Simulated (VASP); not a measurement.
Ag2O, 6 atoms in the cell. It takes space group Pn-3m (No. 224, cubic). The conventional cell has a = 4.908 Å, b = 4.908 Å, c = 4.908 Å, α = 90.00°, β = 90.00°, γ = 90.00°. Ag (site symmetry -3m) has 2 O at 2.13 Å within 2.8 Å. O (site symmetry -43m) has 4 Ag at 2.13 Å within 2.8 Å.  This cell differs from its parent crystal: equal strain along all axes, cell held: +2.0 %.

* Program: VASP 6.6.1
* Task: single point
* Functional: PBE
* Potentials or basis: VASP PAW PBE potentials, release 64 (Ag, O)
* Cutoff: 600 eV
* k mesh: 8 × 8 × 8
* Occupations: gaussian, width 0.1 eV
* Spin: no spin polarisation
* Dipole correction: no
* Further INCAR settings: ALGO = Normal; EDIFF = 1e-06; NBANDS = 37

Potentials or basis: VASP PAW PBE potentials, release 64 (Ag, O).

Run with:

```sh
$ cat potpaw_PBE.64/Ag/POTCAR potpaw_PBE.64/O/POTCAR > POTCAR
$ mpirun -np 1 vasp_std > vasp.out
```

Hardware: 1 thread of Intel(R) Xeon(R) 6975P-C (Granite Rapids), with other jobs on the host.

Question: Estimate the wall time of this run.

Answer: Wall time 70 s on 1 thread of Intel(R) Xeon(R) 6975P-C (Granite Rapids), with other jobs on the host, peak memory 0.32 GiB. Counts: scf iterations 14, k points 35.
